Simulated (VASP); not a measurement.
Set up this calculation in VASP 6.6.1, as the native input.

```yaml
Task: single point
Functional: PBE
Potentials_or_basis: VASP PAW PBE potentials, release 64 (Zr_sv, Sb, H)
Cutoff: 520 eV
k_mesh: 6 × 6 × 2
Occupations: gaussian, width 0.1 eV
Spin: collinear spin
Starting_moments: "[1.0, 1.0, 0.0, 0.0] μB"
Dipole_correction: no
Further_INCAR_settings: ALGO = Normal; EDIFF = 1e-06; NBANDS = 27
```

The structure of Zr2SbH lies in POSCAR:

```
Zr2SbH
1.0
    3.2577270906      0.0000000000      0.0000000000
   -1.6288635453      2.8212744190      0.0000000000
    0.0000000000      0.0000000000      7.7071317850
Zr Sb H
2 1 1
Direct
    0.0000000000      0.0000000000      0.8082487001
    0.0000000000      0.0000000000      0.1917512999
    0.6666666667      0.3333333333      0.5000000000
    0.3333333333      0.6666666667      0.0000000000
```

The input as run:

INCAR

```
ALGO = Normal
EDIFF = 1E-6
ENCUT = 520
GGA = PE
ISIF = 2
ISMEAR = 0
ISPIN = 2
LASPH = True
LCHARG = False
LMAXMIX = 4
LORBIT = 11
LREAL = False
LWAVE = False
MAGMOM = 1 1 0 0
NBANDS = 27
NELM = 150
PREC = Accurate
SIGMA = 0.1
```

KPOINTS

```
k-points
0
Gamma
  6 6 2
```

Potentials or basis: VASP PAW PBE potentials, release 64 (Zr_sv, Sb, H).

Launch:

```console
$ cat potpaw_PBE.64/Zr_sv/POTCAR potpaw_PBE.64/Sb/POTCAR potpaw_PBE.64/H/POTCAR > POTCAR
$ mpirun -np 1 vasp_std > vasp.out
```

It gave:

```yaml
Pressure: -0.1 GPa
Largest_force: 0.169 eV/Å
Band_gap_on_the_k_mesh: zero (filled and empty bands overlap)
Net_moment: 0.00 μB per cell
Valence_electrons_inside_the_program's_atomic_spheres: Zr 9.86; Sb 2.48; H 0.50
```

Caveat: the k points lie up to 0.41 Å⁻¹ apart, too coarse for converged energies and pressures of a metal; spin-orbit coupling is left out, which moves the levels of the heavy elements.

Wall time 40 s on 1 thread of Oxide Virtual Turin-like Processor, with other jobs on the host, peak memory 0.19 GiB.
